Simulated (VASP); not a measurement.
Input of a VASP 6.6.1 run:

Contents of INCAR:

```
  PREC = Accurate
  ENCUT = 500
  EDIFF = 1E-6
  ISMEAR = -1
  SIGMA = 0.1
  LREAL = F
  LASPH = T
  NELM = 120
  ALGO = Normal
  ISIF = 2
  LWAVE = F
  LCHARG = T
  GGA = PS
  LELF = T
  LVHAR = T
  NBANDS = 21
  GGA_COMPAT = F
```

The input KPOINTS:

```
regular mesh
0
Gamma
  17 17 9
```

File POSCAR:

```
W
1.0
    2.6015034740      0.0000000000      0.0000000000
   -1.3007517370      2.2529680965      0.0000000000
    0.0000000000      0.0000000000      4.4763208745
W
2
Direct
    0.3333333333      0.6666666667      0.2500000000
    0.6666666667      0.3333333333      0.7500000000
```

Potentials or basis: VASP PAW PBE potentials, release 64 (W_sv).

The run is started by

```bash
$ cat potpaw_PBE.64/W_sv/POTCAR > POTCAR
$ mpirun -np 1 vasp_std > vasp.out
```

Question: What does it give for the pressure?

Answer: 90.4 GPa.

Question: Estimate the band gap on the k mesh.

Answer: Zero (band 14 reaches 15.31 eV, above the bottom of band 15 at 12.99 eV).

Stress tensor (GPa, compression positive):
```
90.48  0.00  0.00
 0.00 90.48  0.00
 0.00  0.00 90.26
```

Caveat: the PAW data sets were made with another functional, which shifts forces and pressure a little; spin-orbit coupling is left out, which moves the levels of the heavy elements.
